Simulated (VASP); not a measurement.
Input of a VASP 6.6.1 run:

POSCAR

```
BAs
1.0
    0.0000000000      2.0612400172      2.0612400172
    2.0612400172      0.0000000000      2.0612400172
    2.0612400172      2.0612400172      0.0000000000
B As
1 1
Direct
    0.0000000000      0.0000000000      0.0000000000
    0.2500000000      0.2500000000      0.2500000000
```

The input INCAR.step1:

```
PREC     = Accurate       # precision mode
ENCUT    = 520            # plane-wave cutoff, eV
ISMEAR   = -1             # smearing method
SIGMA    = 0.05           # smearing width, eV
LREAL    = False          # projectors in reciprocal space
LASPH    = True           # aspherical terms in the spheres
NELM     = 80             # most SCF steps
NBANDS   = 11             # bands
GGA      = PE             # functional
ALGO     = Normal         # electronic algorithm
EDIFF    = 1E-4           # SCF threshold, eV
LWAVE    = True           # write WAVECAR
LCHARG   = False          # write CHGCAR
```

INCAR.step2

```
PREC     = Accurate       # precision mode
ENCUT    = 520            # plane-wave cutoff, eV
EDIFF    = 1E-6           # SCF threshold, eV
ISMEAR   = -1             # smearing method
SIGMA    = 0.05           # smearing width, eV
LREAL    = False          # projectors in reciprocal space
LASPH    = True           # aspherical terms in the spheres
NELM     = 80             # most SCF steps
ALGO     = Normal         # electronic algorithm
ISIF     = 2              # what is computed and relaxed
LWAVE    = False          # write WAVECAR
LCHARG   = False          # write CHGCAR
METAGGA  = R2SCAN         # meta-GGA
LMIXTAU  = True         
NBANDS   = 11             # bands
ISTART   = 1
```

The input KPOINTS:

```
regular mesh
0
Gamma
  15 15 15
```

Potentials or basis: VASP PAW PBE potentials, release 64 (B, As).

Command:

```sh
$ cat potpaw_PBE.64/B/POTCAR potpaw_PBE.64/As/POTCAR > POTCAR
$ cp INCAR.step1 INCAR
$ mpirun -np 1 vasp_std > vasp.out
$ cp INCAR.step2 INCAR
$ mpirun -np 1 vasp_std > vasp.out
```

(1) What does it give for the band gap on the k mesh?

(2) Predict the pressure.

## Answers

(1) 0.84 eV, indirect (least direct gap 4.26 eV).

(2) 154.8 GPa.

Caveat: the PAW data sets were made with another functional, which shifts forces and pressure a little.
